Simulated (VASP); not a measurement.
# Ni (Fm-3m) in VASP: notebook

The runs below take Ni through electric field gradients, with PBE.

All numbers are computed with VASP 6.6.1; they aren't measurements. Logs are shortened: lines on timing, memory, paths and dates and some standing lists are left out, and cuts for length are marked.

## 1. The cell of the first run

Symmetry: Fm-3m, No. 225, cubic system. The conventional cell has a = 3.519 Å, b = 3.519 Å, c = 3.519 Å, α = 90.00°, β = 90.00°, γ = 90.00°. Within 3.3 Å of Ni (site symmetry m-3m) lie 12 Ni at 2.49 Å.

## 2. Electric field gradients, PBE, collinear spin, ferromagnetic start

INCAR

```
ALGO = Normal
EDIFF = 1E-8
ENCUT = 520
GGA = PE
ISIF = 2
ISMEAR = 0
ISPIN = 2
LASPH = True
LCHARG = False
LEFG = True
LMAXMIX = 4
LORBIT = 11
LREAL = False
LWAVE = False
MAGMOM = 0.76
NBANDS = 15
NELM = 150
PREC = Accurate
SIGMA = 0.05
```

KPOINTS

```
k-points
0
Gamma
  22 22 22
```

POSCAR

```
Ni
1.0
    0.0000000000      1.7593096198      1.7593096198
    1.7593096198      0.0000000000      1.7593096198
    1.7593096198      1.7593096198      0.0000000000
Ni
1
Direct
    0.0000000000      0.0000000000      0.0000000000
```

Potentials or basis: VASP PAW PBE potentials, release 64 (Ni).

Launch:

```console
cat potpaw_PBE.64/Ni/POTCAR > POTCAR
mpirun -np 1 vasp_std > vasp.out
```

OUTCAR:

```text
EDIFF = 1E-8
   ENCUT = 520
   GGA = PE
   ISIF = 2
   ISMEAR = 0
   ISPIN = 2
   LASPH = True
   LORBIT = 11
   LREAL = False
   NELM = 150
   PREC = Accurate

 ion  position               nearest neighbor table
   1  0.000  0.000  0.000-

  LATTYP: Found a face centered cubic cell.
 ALAT       =     3.5186192396

  Lattice vectors:

 A1 = (   0.0000000000,   1.7593096198,   1.7593096198)
 A2 = (   1.7593096198,   0.0000000000,   1.7593096198)
 A3 = (   1.7593096198,   1.7593096198,   0.0000000000)

Analysis of symmetry for initial positions (statically):
=====================================================================
 Subroutine PRICEL returns:
 Original cell was already a primitive cell.

 Routine SETGRP: Setting up the symmetry group for a
 face centered cubic supercell.

 Subroutine GETGRP returns: Found 48 space group operations
 (whereof 48 operations were pure point group operations)
 out of a pool of 48 trial point group operations.

The static configuration has the point symmetry O_h .

Analysis of symmetry for dynamics (positions and initial velocities):
=====================================================================
 Subroutine PRICEL returns:
 Original cell was already a primitive cell.

 Routine SETGRP: Setting up the symmetry group for a
 face centered cubic supercell.

 Subroutine GETGRP returns: Found 48 space group operations
 (whereof 48 operations were pure point group operations)
 out of a pool of 48 trial point group operations.

The dynamic configuration has the point symmetry O_h .

Analysis of structural, dynamic, and magnetic symmetry:
=====================================================================
 Subroutine PRICEL returns:
 Original cell was already a primitive cell.

 Routine SETGRP: Setting up the symmetry group for a
 face centered cubic supercell.

 Subroutine GETGRP returns: Found 48 space group operations
 (whereof 48 operations were pure point group operations)
 out of a pool of 48 trial point group operations.

The overall configuration has the point symmetry O_h .

 Subroutine INISYM returns: Found 48 space group operations
 (whereof 48 operations are pure point group operations),
 and found     1 'primitive' translations

----------------------------------------------------------------------------------------

                                     Primitive cell

  volume of cell :      10.8907

  direct lattice vectors                    reciprocal lattice vectors
     0.000000000  1.759309620  1.759309620    -0.284202391  0.284202391  0.284202391
     1.759309620  0.000000000  1.759309620     0.284202391 -0.284202391  0.284202391
     1.759309620  1.759309620  0.000000000     0.284202391  0.284202391 -0.284202391

  length of vectors
     2.488039525  2.488039525  2.488039525     0.492252980  0.492252980  0.492252980

  position of ions in fractional coordinates (direct lattice)
     0.000000000  0.000000000  0.000000000

  ion indices of the primitive-cell ions
   primitive index   ion index
                 1           1

----------------------------------------------------------------------------------------

 KPOINTS: k-points

Automatic generation of k-mesh.
 Grid dimensions read from file:
 generate k-points for:   22   22   22

 Generating k-lattice:

  Cartesian coordinates                     Fractional coordinates (reciprocal lattice)
    -0.012918290  0.012918290  0.012918290     0.045454545  0.000000000  0.000000000
     0.012918290 -0.012918290  0.012918290     0.000000000  0.045454545  0.000000000
     0.012918290  0.012918290 -0.012918290     0.000000000  0.000000000  0.045454545

  Length of vectors
     0.022375135  0.022375135  0.022375135

  Shift w.r.t. Gamma in fractional coordinates (k-lattice)
     0.000000000  0.000000000  0.000000000

 Subroutine IBZKPT returns following result:
 ===========================================

 Found    328 irreducible k-points:

 Following reciprocal coordinates:
            Coordinates               Weight
  0.000000  0.000000  0.000000      1.000000
  0.045455  0.000000  0.000000      8.000000
  0.090909  0.000000  0.000000      8.000000
  0.136364  0.000000  0.000000      8.000000
  0.181818  0.000000  0.000000      8.000000
  0.227273  0.000000  0.000000      8.000000
[... 16 lines left out ...]
  0.500000  0.045455  0.000000     24.000000
 -0.454545  0.045455  0.000000     24.000000
 [... further k-points ...]
   k-points           NKPTS =    328   k-points in BZ     NKDIM =    328   number of bands    NBANDS=     15
   number of dos      NEDOS =    301   number of ions     NIONS =      1
   total plane-waves  NPLWV =   8000
   dimension x,y,z NGX =    20 NGY =   20 NGZ =   20
   dimension x,y,z NGXF=    40 NGYF=   40 NGZF=   40
   ions per type =               1
   NGX,Y,Z   is equivalent  to a cutoff of  13.36, 13.36, 13.36 a.u.
   NGXF,Y,Z  is equivalent  to a cutoff of  26.73, 26.73, 26.73 a.u.
 SYSTEM =  unknown system
   PREC   = accura    normal or accurate (medium, high low for compatibility)
   ISTART =      0    job   : 0-new  1-cont  2-samecut
   ICHARG =      2    charge: 1-file 2-atom 10-const
   ISPIN  =      2    spin polarized calculation?
   LNONCOLLINEAR =      F non collinear calculations
   LSORBIT =      F    spin-orbit coupling
   LASPH  =      T    aspherical Exc in radial PAW
   ENCUT  =  520.0 eV  38.22 Ry    6.18 a.u.   4.63  4.63  4.63*2*pi/ulx,y,z
   NELM   =    150;   NELMIN=  2; NELMDL= -5     # of ELM steps
   EDIFF  = 0.1E-07   stopping-criterion for ELM
   LREAL  =      F    real-space projection
   EDIFFG = 0.1E-06   stopping-criterion for IOM
   NSW    =      0    number of steps for IOM
   IBRION =     -1    ionic relax: 0-MD 1-quasi-New 2-CG
   NFREE  =      0    steps in history (QN), initial steepest desc. (CG)
   ISIF   =      2    stress and relaxation
   ISYM   =      2    0-nonsym 1-usesym 2-fastsym
   POTIM  = 0.5000    time-step for ionic-motion
   TEBEG  =    0.0;   TEEND  =   0.0 temperature during run
   PSTRESS=    0.0 pullay stress
   NELECT =      10.0000    total number of electrons
   NUPDOWN=      -1.0000    fix difference up-down
   EMIN   =  10.00;   EMAX   =-10.00  energy-range for DOS
   EFERMI =   0.00;   METHOD = LEGACY
   ISMEAR =     0;   SIGMA  =   0.05  broadening in eV -4-tet -1-fermi 0-gaus
   EFERMI_NEDOS =   21; number of points for ismear=-14 and -15
   IALGO  =     38    algorithm
   IMIX   =      4    mixing-type and parameters
     AMIX     =   0.40;   BMIX     =  1.00
     AMIX_MAG =   1.60;   BMIX_MAG =  1.00
  volume/ion in A,a.u.               =      10.89        73.49
  Fermi-wavevector in a.u.,A,eV,Ry     =   1.591192  3.006917 34.448477  2.531892
  Thomas-Fermi vector in A             =   2.689770
   LORBIT       =     11    0 simple, 1 ext, 2 COOP (PROOUT), +10 PAW based schemes
   GGA     = PE    functional components
   LHFCALC =     F    Hartree Fock is set to
   AEXX    =    0.0000 exact exchange contribution
   IVDW    =     0    specifies the selected vdW correction
   LEPSILON=     F    determine dielectric tensor
   LRPA    =     F    only Hartree local field effects (RPA)
 spin polarized calculation
 Gauss-broadening in eV      SIGMA  =   0.05
  energy-cutoff  :      520.00
  volume of cell :       10.89
 maximum number of plane-waves:       306
   NGX =  9   NGY =  9   NGZ =  9

 number of electron      10.0000009 magnetization       0.6457214

 Free energy of the ion-electron system (eV)
  ---------------------------------------------------
  ext. energy  EPLUGINS =         0.00000000
  ---------------------------------------------------
  free energy    TOTEN  =        -5.47175436 eV

  energy without entropy =       -5.46991645  energy(sigma->0) =       -5.47083540

 E-fermi :   9.3742     XC(G=0): -13.2501

 val. band max:        9.3698675001   @ k =   0.4545   0.0909   0.0455
 cond. band min:       9.3758230835   @ k =  -0.4091   0.1818   0.0000
 fundamental gap:      0.0059555834
 Fermi energy:         9.3742065407

 spin component 1

 k-point     1 :       0.0000    0.0000    0.0000
  band No.  band energies     occupation
      1       0.3578      1.00000
      2       6.9137      1.00000
      3       6.9137      1.00000
      4       6.9137      1.00000
      5       8.0947      1.00000
      6       8.0947      1.00000
      7      33.0776      0.00000
      8      36.9297      0.00000
      9      36.9297      0.00000
     10      36.9297      0.00000
     11      39.8606      0.00000
     12      39.8606      0.00000
     13      39.8606      0.00000
     14      42.8332      0.00000
     15      49.1146      0.00000
[... 397 lines left out ...]
 k-point    24 :      -0.4545    0.0455    0.0000
  band No.  band energies     occupation
      1       4.5544      1.00000
      2       6.9127      1.00000
      3       6.9704      1.00000
      4       8.2435      1.00000
      5       8.7046      1.00000
      6       9.4837      0.00098
      7      15.2667      0.00000
      8      31.1049      0.00000
      9      33.1509      0.00000
     10      33.7606      0.00000
     11      37.3370      0.00000
     12      38.0392      0.00000
     13      43.5527      0.00000
     14      54.4944      0.00000
     15      54.5471      0.00000

 [... further k-points ...]

 spin component 2

 k-point     1 :       0.0000    0.0000    0.0000
  band No.  band energies     occupation
      1       0.3251      1.00000
      2       7.6913      1.00000
      3       7.6913      1.00000
      4       7.6913      1.00000
      5       8.6940      1.00000
      6       8.6940      1.00000
      7      32.9145      0.00000
      8      36.9126      0.00000
      9      36.9126      0.00000
     10      36.9126      0.00000
     11      39.9679      0.00000
     12      39.9679      0.00000
     13      39.9679      0.00000
     14      42.7120      0.00000
     15      49.3206      0.00000
[... 397 lines left out ...]
 k-point    24 :      -0.4545    0.0455    0.0000
  band No.  band energies     occupation
      1       4.9939      1.00000
      2       7.5346      1.00000
      3       7.6042      1.00000
      4       8.5766      1.00000
      5       9.4816      0.00119
      6       9.9107      0.00000
      7      15.6794      0.00000
      8      31.0066      0.00000
      9      33.2127      0.00000
     10      33.8481      0.00000
     11      37.3861      0.00000
     12      38.0714      0.00000
     13      43.6783      0.00000
     14      54.6206      0.00000
     15      55.1928      0.00000

 [... further k-points ...]

------------------------ aborting loop because EDIFF is reached ----------------------------------------

  FORCE on cell =-STRESS in cart. coord.  units (eV):
  Direction    XX          YY          ZZ          XY          YZ          ZX
  --------------------------------------------------------------------------------------
  -------------------------------------------------------------------------------------
  Total       -0.0017944     -0.0017944     -0.0017944     -0.0000000      0.0000000      0.0000000
  in kB       -0.2639797     -0.2639797     -0.2639797     -0.0000000      0.0000000      0.0000000
  external PRESSURE =      -0.2639797 kB  Pullay stress =       0.0000000 kB

 VOLUME and BASIS-vectors are now :
 -----------------------------------------------------------------------------
  energy-cutoff  :      520.00
  volume of cell :       10.89
      direct lattice vectors                 reciprocal lattice vectors
     0.000000000  1.759309620  1.759309620    -0.284202391  0.284202391  0.284202391
     1.759309620  0.000000000  1.759309620     0.284202391 -0.284202391  0.284202391
     1.759309620  1.759309620  0.000000000     0.284202391  0.284202391 -0.284202391

 POSITION                                       TOTAL-FORCE (eV/Angst)
 -----------------------------------------------------------------------------------
      0.00000      0.00000      0.00000        -0.000000     -0.000000      0.000000
 -----------------------------------------------------------------------------------
    total drift:                                0.000000      0.000000      0.000000

  FREE ENERGIE OF THE ION-ELECTRON SYSTEM (eV)
  ---------------------------------------------------
  free  energy   TOTEN  =        -5.4717543595 eV

  energy  without entropy=       -5.4699164450  energy(sigma->0) =       -5.47083540

 Electric field gradients (V/A^2)
---------------------------------------------------------------------
 ion       V_xx      V_yy      V_zz      V_xy      V_xz      V_yz
---------------------------------------------------------------------
   1      -0.000    -0.000     0.000    -0.002    -0.002    -0.002
---------------------------------------------------------------------

 Electric field gradients after diagonalization (V/A^2)
 (convention: |V_zz| > |V_xx| > |V_yy|)
----------------------------------------------------------------------
 ion       V_xx      V_yy      V_zz     asymmetry (V_yy - V_xx)/ V_zz
----------------------------------------------------------------------
   1       0.002     0.002    -0.003       0.000
----------------------------------------------------------------------

           NMR quadrupolar parameters

 Cq : quadrupolar parameter    Cq=e*Q*V_zz/h
 eta: asymmetry parameters     (V_yy - V_xx)/ V_zz
 Q  : nuclear electric quadrupole moment in mb (millibarn)
----------------------------------------------------------------------
 ion       Cq(MHz)       eta       Q (mb)
----------------------------------------------------------------------
   1      -0.000       0.000       1.000
----------------------------------------------------------------------

 total charge

# of ion       s       p       d       tot
------------------------------------------
    1        0.498   0.497   8.313   9.308

 magnetization (x)

# of ion       s       p       d       tot
------------------------------------------
    1       -0.006  -0.025   0.688   0.658
```

Wall time 60 s (1 thread of Intel Xeon 6975P-C (Granite Rapids), shared host); peak memory 0.19 GiB.

What came out:

```
Free energy                                           : -5.4718 eV
Pressure                                              : 0.0 GPa
Net moment                                            : 0.65 μB per cell
Site moments                                          : Ni +0.66 μB
Largest electric field gradient by atom               : zero within the noise of the run
Valence electrons inside the program's atomic spheres : Ni 9.31
```

Levels at points of the mesh, in eV from the Fermi level:
Spin up:
```tsv
k point	band 3	band 4	band 5	band 6	band 7	band 8
(0.00, 0.00, 0.00)	-2.46	-2.46	-1.28	-1.28	23.70	27.56
(0.50, 0.00, 0.00)	-2.44	-0.63	-0.63	-0.30	5.63	22.20
(0.50, 0.50, 0.00)	-0.57	-0.51	-0.51	2.43	9.19	14.80
```
Spin down:
```tsv
k point	band 1	band 2	band 3	band 4	band 5	band 6	band 7	band 8	band 9	band 10
(0.00, 0.00, 0.00)	-9.05	-1.68	-1.68	-1.68	-0.68	-0.68	23.54	27.54	27.54	27.54
(0.50, 0.00, 0.00)	-4.41	-1.80	-1.80	-0.36	0.15	0.15	6.07	22.05	24.73	24.73
(0.50, 0.50, 0.00)	-4.31	-3.58	0.05	0.38	0.38	2.40	9.44	14.81	14.81	19.87
```

(Part 1 of 2 ends here.)
